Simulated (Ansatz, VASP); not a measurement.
# CaO in VASP and in Ansatz

```
Ca O
1.0
     0.00000    2.41537    2.41537
     2.41537    0.00000    2.41537
     2.41537    2.41537    0.00000
Ca O
1 1
Direct
  0.00000 0.00000 0.00000
  0.50000 0.50000 0.50000
```

Alike in both runs: functional PBE; k mesh 8 × 8 × 8; occupations gaussian, width 0.02 eV; no spin polarisation.

Ansatz relaxed the structure, and its values are those at the end. VASP's run is a single point on that final structure, the one shown.

|  | VASP | Ansatz |
| --- | --- | --- |
| version | VASP 6.6.1 | Ansatz 0.2.0 |
| potentials or method | VASP PAW PBE potentials, release 64 (Ca_sv, O), cutoff 600 eV | scalar-relativistic, plane waves, PAW |
| valence electrons in the cell | 16 | 16 |

|  | VASP | Ansatz | Ansatz less VASP |
| --- | --- | --- | --- |
| gap on the k mesh at the Fermi level (eV) | 3.64 | 3.66 | +0.018 |
| least direct gap on the mesh (eV) | 4.02 | 4.03 | +0.017 |
| pressure (GPa) | 0.4 | 0.0 | -0.44 |
